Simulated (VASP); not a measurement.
# ZnS (F-43m) in VASP: a series of runs

The runs below take ZnS through single point, with r2SCAN.

Program: VASP 6.6.1. These are calculated values, not measurements. Logs are shortened: lines on timing, memory, paths and dates and some standing lists are left out, and cuts for length are marked.

**Measured values to compare with.**

“Electronic, vibrational, and thermodynamic properties of ZnS (zincblende and rocksalt structure)”, 2009, arxiv:0911.5022 quotes, for a bulk crystal of ZnS at 19 K: band gap 3.85 eV (direct).

The runs below are set against these values where they give the same quantity.

### 1 The cell of the first run

Symmetry: F-43m, No. 216, cubic system. The conventional cell has a = 5.389 Å, b = 5.389 Å, c = 5.389 Å, α = 90.00°, β = 90.00°, γ = 90.00°. Zn (site symmetry -43m) has 4 S at 2.33 Å within 3.1 Å. S (site symmetry -43m) has 4 Zn at 2.33 Å within 3.1 Å.

### 2 Single point, r2SCAN

The input, POSCAR:

```
ZnS
1.0
    0.0000000000      2.6945131942      2.6945131942
    2.6945131942      0.0000000000      2.6945131942
    2.6945131942      2.6945131942      0.0000000000
Zn S
1 1
Direct
    0.0000000000      0.0000000000      0.0000000000
    0.7500000000      0.7500000000      0.7500000000
```

The input, INCAR.step1:

```
SYSTEM = ZnS
ALGO = Normal
EDIFF = 1E-4
ENCUT = 520
GGA = PE
ISMEAR = 0
LASPH = .True.
LCHARG = .False.
LREAL = .False.
LWAVE = .True.
NBANDS = 16
NELM = 80
PREC = Accurate
SIGMA = 0.02
```

The input, INCAR.step2:

```
SYSTEM = ZnS
ALGO = Normal
EDIFF = 1E-7
ENCUT = 520
ISIF = 2
ISMEAR = 0
ISTART = 1
LASPH = .True.
LCHARG = .True.
LELF = .True.
LMIXTAU = .True.
LREAL = .False.
LVHAR = .True.
LWAVE = .False.
METAGGA = R2SCAN
NBANDS = 16
NELM = 80
PREC = Accurate
SIGMA = 0.02
```

The input, KPOINTS:

```
k-points
0
Gamma
  8 8 8
  0 0 0
```

Potentials or basis: VASP PAW PBE potentials, release 64 (Zn, S).

Started as:

```sh
> cat potpaw_PBE.64/Zn/POTCAR potpaw_PBE.64/S/POTCAR > POTCAR
> cp INCAR.step1 INCAR
> mpirun -np 1 vasp_std > vasp.out
> cp INCAR.step2 INCAR
> mpirun -np 1 vasp_std > vasp.out
```

OUTCAR:

```text
SYSTEM = ZnS
   EDIFF = 1E-7
   ENCUT = 520
   ISIF = 2
   ISMEAR = 0
   ISTART = 1
   LASPH = .True.
   LREAL = .False.
   METAGGA = R2SCAN
   NELM = 80
   PREC = Accurate

 ion  position               nearest neighbor table
   1  0.000  0.000  0.000-   2 2.33   2 2.33   2 2.33   2 2.33
   2  0.750  0.750  0.750-   1 2.33   1 2.33   1 2.33   1 2.33

  LATTYP: Found a face centered cubic cell.
 ALAT       =     5.3890263884

  Lattice vectors:

 A1 = (   0.0000000000,   2.6945131942,   2.6945131942)
 A2 = (   2.6945131942,   0.0000000000,   2.6945131942)
 A3 = (   2.6945131942,   2.6945131942,   0.0000000000)

Analysis of symmetry for initial positions (statically):
=====================================================================
 Subroutine PRICEL returns:
 Original cell was already a primitive cell.

 Routine SETGRP: Setting up the symmetry group for a
 face centered cubic supercell.

 Subroutine GETGRP returns: Found 24 space group operations
 (whereof 24 operations were pure point group operations)
 out of a pool of 48 trial point group operations.

The static configuration has the point symmetry T_d .

Analysis of symmetry for dynamics (positions and initial velocities):
=====================================================================
 Subroutine PRICEL returns:
 Original cell was already a primitive cell.

 Routine SETGRP: Setting up the symmetry group for a
 face centered cubic supercell.

 Subroutine GETGRP returns: Found 24 space group operations
 (whereof 24 operations were pure point group operations)
 out of a pool of 48 trial point group operations.

The dynamic configuration has the point symmetry T_d .

 Subroutine INISYM returns: Found 24 space group operations
 (whereof 24 operations are pure point group operations),
 and found     1 'primitive' translations

----------------------------------------------------------------------------------------

                                     Primitive cell

  volume of cell :      39.1265

  direct lattice vectors                    reciprocal lattice vectors
     0.000000000  2.694513194  2.694513194    -0.185562276  0.185562276  0.185562276
     2.694513194  0.000000000  2.694513194     0.185562276 -0.185562276  0.185562276
     2.694513194  2.694513194  0.000000000     0.185562276  0.185562276 -0.185562276

  length of vectors
     3.810617103  3.810617103  3.810617103     0.321403289  0.321403289  0.321403289

  position of ions in fractional coordinates (direct lattice)
     0.000000000  0.000000000  0.000000000
     0.750000000  0.750000000  0.750000000
[... 73 lines left out ...]
   LSORBIT =      F    spin-orbit coupling
   LASPH  =      T    aspherical Exc in radial PAW
   ENCUT  =  520.0 eV  38.22 Ry    6.18 a.u.   7.09  7.09  7.09*2*pi/ulx,y,z
   NELM   =     80;   NELMIN=  2; NELMDL=  0     # of ELM steps
   EDIFF  = 0.1E-06   stopping-criterion for ELM
   LREAL  =      F    real-space projection
   EDIFFG = 0.1E-05   stopping-criterion for IOM
   NSW    =      0    number of steps for IOM
   IBRION =     -1    ionic relax: 0-MD 1-quasi-New 2-CG
   NFREE  =      0    steps in history (QN), initial steepest desc. (CG)
   ISIF   =      2    stress and relaxation
   ISYM   =      2    0-nonsym 1-usesym 2-fastsym
   POTIM  = 0.5000    time-step for ionic-motion
   TEBEG  =    0.0;   TEEND  =   0.0 temperature during run
   PSTRESS=    0.0 pullay stress
   NELECT =      18.0000    total number of electrons
   NUPDOWN=      -1.0000    fix difference up-down
   EMIN   =  10.00;   EMAX   =-10.00  energy-range for DOS
   EFERMI =   0.00;   METHOD = LEGACY
   ISMEAR =     0;   SIGMA  =   0.02  broadening in eV -4-tet -1-fermi 0-gaus
   EFERMI_NEDOS =   21; number of points for ismear=-14 and -15
   IALGO  =     38    algorithm
   IMIX   =      4    mixing-type and parameters
     AMIX     =   0.40;   BMIX     =  1.00
     AMIX_MAG =   1.60;   BMIX_MAG =  1.00
  volume/ion in A,a.u.               =      19.56       132.02
  Fermi-wavevector in a.u.,A,eV,Ry     =   1.263791  2.388219 21.730795  1.597168
  Thomas-Fermi vector in A             =   2.397130
   LORBIT       =      0    0 simple, 1 ext, 2 COOP (PROOUT), +10 PAW based schemes
   METAGGA = R2SCAN    functional components
   LHFCALC =     F    Hartree Fock is set to
   AEXX    =    0.0000 exact exchange contribution
   IVDW    =     0    specifies the selected vdW correction
   LEPSILON=     F    determine dielectric tensor
   LRPA    =     F    only Hartree local field effects (RPA)
 non-spin polarized calculation
 Gauss-broadening in eV      SIGMA  =   0.02
  energy-cutoff  :      520.00
  volume of cell :       39.13
 maximum number of plane-waves:      1067
   NGX = 15   NGY = 15   NGZ = 15

 number of electron      18.0000006 magnetization

 Free energy of the ion-electron system (eV)
  ---------------------------------------------------
  ext. energy  EPLUGINS =         0.00000000
  ---------------------------------------------------
  free energy    TOTEN  =       -18.86623076 eV

  energy without entropy =      -18.86623076  energy(sigma->0) =      -18.86623076

 E-fermi :   2.0775     XC(G=0): -10.3263

 val. band max:        1.9093033800   @ k =   0.0000   0.0000   0.0000
 cond. band min:       4.6228848014   @ k =   0.0000   0.0000   0.0000
 fundamental gap:      2.7135814214
 Fermi energy:         2.0774812990

 k-point     1 :       0.0000    0.0000    0.0000
  band No.  band energies     occupation
      1     -11.8261      2.00000
      2      -4.6236      2.00000
      3      -4.6236      2.00000
      4      -4.6235      2.00000
      5      -4.0669      2.00000
      6      -4.0669      2.00000
[... 433 lines left out ...]
      3      -4.4216      2.00000
      4      -4.1276      2.00000
      5      -4.0556      2.00000
      6      -3.7976      2.00000
[... 8 lines left out ...]
     15      16.0913      0.00000
     16      16.9605      0.00000

 [... further k-points ...]
[... 5 lines left out ...]
  --------------------------------------------------------------------------------------
  -------------------------------------------------------------------------------------
  Total        0.0083095      0.0083095      0.0083095     -0.0000000      0.0000000      0.0000000
  in kB        0.3402624      0.3402624      0.3402624     -0.0000000      0.0000000      0.0000000
  external PRESSURE =       0.3402624 kB  Pullay stress =       0.0000000 kB

 VOLUME and BASIS-vectors are now :
 -----------------------------------------------------------------------------
  energy-cutoff  :      520.00
  volume of cell :       39.13
      direct lattice vectors                 reciprocal lattice vectors
     0.000000000  2.694513194  2.694513194    -0.185562276  0.185562276  0.185562276
     2.694513194  0.000000000  2.694513194     0.185562276 -0.185562276  0.185562276
     2.694513194  2.694513194  0.000000000     0.185562276  0.185562276 -0.185562276

 POSITION                                       TOTAL-FORCE (eV/Angst)
 -----------------------------------------------------------------------------------
      0.00000      0.00000      0.00000        -0.000000     -0.000000     -0.000000
      4.04177      4.04177      4.04177         0.000000      0.000000      0.000000
 -----------------------------------------------------------------------------------
    total drift:                               -0.000011     -0.000011     -0.000011

  FREE ENERGIE OF THE ION-ELECTRON SYSTEM (eV)
  ---------------------------------------------------
  free  energy   TOTEN  =       -18.8662307585 eV

  energy  without entropy=      -18.8662307585  energy(sigma->0) =      -18.86623076
```

OSZICAR.step1:

```text
N       E                     dE             d eps       ncg     rms          rms(c)
DAV:   1     0.911361813398E+02    0.91136E+02   -0.88228E+03   928   0.136E+03
DAV:   2    -0.121032866658E+01   -0.92347E+02   -0.86036E+02  1016   0.264E+02
DAV:   3    -0.720462796013E+01   -0.59943E+01   -0.59683E+01  1168   0.653E+01
DAV:   4    -0.726972125964E+01   -0.65093E-01   -0.65068E-01  1144   0.707E+00
DAV:   5    -0.727044196233E+01   -0.72070E-03   -0.72069E-03  1184   0.712E-01    0.699E+00
DAV:   6    -0.686364877843E+01    0.40679E+00   -0.73351E-01  1376   0.301E+01    0.545E+00
DAV:   7    -0.684309447632E+01    0.20554E-01   -0.25366E-01  1120   0.455E+00    0.275E+00
DAV:   8    -0.684237500872E+01    0.71947E-03   -0.51815E-03  1168   0.890E-01    0.723E-01
DAV:   9    -0.684260768554E+01   -0.23268E-03   -0.12708E-03  1112   0.283E-01    0.975E-02
DAV:  10    -0.684277769274E+01   -0.17001E-03   -0.23666E-04  1096   0.125E-01    0.461E-02
DAV:  11    -0.684276784585E+01    0.98469E-05   -0.30635E-05   576   0.622E-02
   1 F= -.68427678E+01 E0= -.68427678E+01  d E =-.575415E-16
```

Wall time 54 s (1 thread of AMD EPYC 9R45 (Zen 5), shared host); peak memory 0.14 GiB.

What came out:

* Free energy: -18.8662 eV
* Pressure: 0.0 GPa
* Band gap on the k mesh: 2.71 eV, direct

Levels at points of the mesh, in eV from the valence-band top:
| k point | band 6 | band 7 | band 8 | band 9 | band 10 | band 11 | band 12 | band 13 |
| --- | --- | --- | --- | --- | --- | --- | --- | --- |
| (0.00, 0.00, 0.00) | -5.98 | 0.00 | 0.00 | 0.00 | 2.71 | 6.90 | 6.90 | 6.90 |
| (0.50, 0.00, 0.00) | -5.78 | -5.45 | -0.90 | -0.90 | 3.83 | 7.39 | 7.39 | 9.45 |
| (0.50, 0.50, 0.00) | -5.76 | -4.65 | -2.31 | -2.31 | 3.71 | 4.48 | 11.83 | 12.88 |

Caveat: the PAW data sets were made with another functional, which shifts forces and pressure a little.

### 3 Single point, r2SCAN

POSCAR is that of step 2.

The input, INCAR.step1:

```
SYSTEM = ZnS
PREC = Accurate
ENCUT = 520
ISMEAR = 0
SIGMA = 0.05
LREAL = .False.
LASPH = .True.
NELM = 100
NBANDS = 16
GGA = PE
ALGO = Normal
EDIFF = 1E-4
LWAVE = .True.
LCHARG = .False.
```

The input, INCAR.step2:

```
SYSTEM = ZnS
PREC = Accurate
ENCUT = 520
EDIFF = 1E-7
ISMEAR = 0
SIGMA = 0.05
LREAL = .False.
LASPH = .True.
NELM = 100
ALGO = Normal
ISIF = 2
LWAVE = .False.
LCHARG = .False.
METAGGA = R2SCAN
LMIXTAU = .True.
NBANDS = 16
ISTART = 1
```

The input, KPOINTS:

```
Automatic mesh
0
Gamma
  8 8 8
  0 0 0
```

Potentials or basis: VASP PAW PBE potentials, release 64 (Zn, S).

Started as:

```sh
> cat potpaw_PBE.64/Zn/POTCAR potpaw_PBE.64/S/POTCAR > POTCAR
> cp INCAR.step1 INCAR
> mpirun -np 1 vasp_std > vasp.out
> cp INCAR.step2 INCAR
> mpirun -np 1 vasp_std > vasp.out
```

Wall time 54 s (1 thread of AMD EPYC 9R45 (Zen 5), shared host); peak memory 0.13 GiB.

It converged, with:

| Item | Value |
| --- | --- |
| Free energy | -18.8662 eV |
| Pressure | 0.0 GPa |
| Band gap on the k mesh | 2.71 eV, direct |

Levels at points of the mesh, in eV from the valence-band top:
| k point | band 6 | band 7 | band 8 | band 9 | band 10 | band 11 | band 12 | band 13 |
| --- | --- | --- | --- | --- | --- | --- | --- | --- |
| (0.00, 0.00, 0.00) | -5.98 | 0.00 | 0.00 | 0.00 | 2.71 | 6.90 | 6.90 | 6.90 |
| (0.50, 0.00, 0.00) | -5.78 | -5.45 | -0.90 | -0.90 | 3.83 | 7.39 | 7.39 | 9.45 |
| (0.50, 0.50, 0.00) | -5.76 | -4.65 | -2.31 | -2.31 | 3.71 | 4.48 | 11.83 | 12.88 |

Caveat: the PAW data sets were made with another functional, which shifts forces and pressure a little.

### 4 Comparison with measurements

Step 2. Against the measured gap of ZnS, 3.85 eV (direct; 19 K; quoted in “Electronic, vibrational, and thermodynamic properties of ZnS (zincblende and rocksalt structure)”, 2009, arxiv:0911.5022), the calculated 2.71 eV is off by -1.14 eV. The value is that of r2SCAN, without temperature or zero-point motion.

Step 3. Measured gap of ZnS: 3.85 eV (direct; 19 K; quoted in “Electronic, vibrational, and thermodynamic properties of ZnS (zincblende and rocksalt structure)”, 2009, arxiv:0911.5022). This calculation gives 2.71 eV (-1.14 eV). The value is that of r2SCAN, without temperature or zero-point motion.
